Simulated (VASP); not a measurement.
Wanted: the native input for a VASP 6.6.1 run.

```
Task                   : single point
Functional             : r2SCAN
Potentials or basis    : VASP PAW PBE potentials, release 64 (Al)
Cutoff                 : 520 eV
k mesh                 : 10 × 10 × 10
Occupations            : gaussian, width 0.15 eV
Spin                   : no spin polarisation
Dipole correction      : no
Further INCAR settings : ALGO = Normal; EDIFF = 1e-07; NBANDS = 14
```

The system is Al.

```xyz
4
Lattice="-0.0002 -2.8411 2.8410 3.9508 -2.8402 0.0007 3.9510 -0.0005 2.8403" Properties=species:S:1:pos:R:3 pbc="T T T"
Al    0.0000    0.0000    0.0000
Al    1.9754   -1.4204    1.4205
Al    3.9507   -2.8409    2.8410
Al    5.9262   -4.2613    4.2616
```

One way to write it, as run:

POSCAR

```
Al
1.0
   -0.0001946319     -2.8410880858      2.8410353828
    3.9508000727     -2.8402365655      0.0006568884
    3.9509626850     -0.0004942762      2.8403464747
Al
4
Direct
   -0.0000039459      0.0000081573     -0.0000044164
    0.2499907243      0.2500073590      0.2499997236
    0.5000100892      0.4999989057      0.4999863140
    0.7500031324      0.7499855780      0.7500183787
```

INCAR.step1

```
PREC     = Accurate       # precision mode
ENCUT    = 520            # plane-wave cutoff, eV
ISMEAR   = 0              # smearing method
SIGMA    = 0.15           # smearing width, eV
LREAL    = False          # projectors in reciprocal space
LASPH    = True           # aspherical terms in the spheres
NELM     = 60             # most SCF steps
NBANDS   = 14             # bands
GGA      = PE             # functional
ALGO     = Normal         # electronic algorithm
EDIFF    = 1E-4           # SCF threshold, eV
LWAVE    = True           # write WAVECAR
LCHARG   = False          # write CHGCAR
```

INCAR.step2

```
PREC     = Accurate       # precision mode
ENCUT    = 520            # plane-wave cutoff, eV
EDIFF    = 1E-7           # SCF threshold, eV
ISMEAR   = 0              # smearing method
SIGMA    = 0.15           # smearing width, eV
LREAL    = False          # projectors in reciprocal space
LASPH    = True           # aspherical terms in the spheres
NELM     = 60             # most SCF steps
ALGO     = Normal         # electronic algorithm
ISIF     = 2              # what is computed and relaxed
LWAVE    = False          # write WAVECAR
LCHARG   = True           # write CHGCAR
METAGGA  = R2SCAN         # meta-GGA
LMIXTAU  = True         
LELF     = True           # ELF
LVHAR    = True         
NBANDS   = 14             # bands
ISTART   = 1
```

KPOINTS

```
Automatic mesh
0
Gamma
  10 10 10
```

Potentials or basis: VASP PAW PBE potentials, release 64 (Al).

Launch:

```sh
$ cat potpaw_PBE.64/Al/POTCAR > POTCAR
$ cp INCAR.step1 INCAR
$ mpirun -np 1 vasp_std > vasp.out
$ cp INCAR.step2 INCAR
$ mpirun -np 1 vasp_std > vasp.out
```

Results of the run:

```yaml
Pressure: -0.3 GPa
Band_gap_on_the_k_mesh: zero (bands 6 and 7 overlap by 4.26 eV)
```

Caveat: the PAW data sets were made with another functional, which shifts forces and pressure a little.

Wall time 33 min on 1 thread of Intel Xeon 8259CL, on a shared host, peak memory 0.45 GiB.
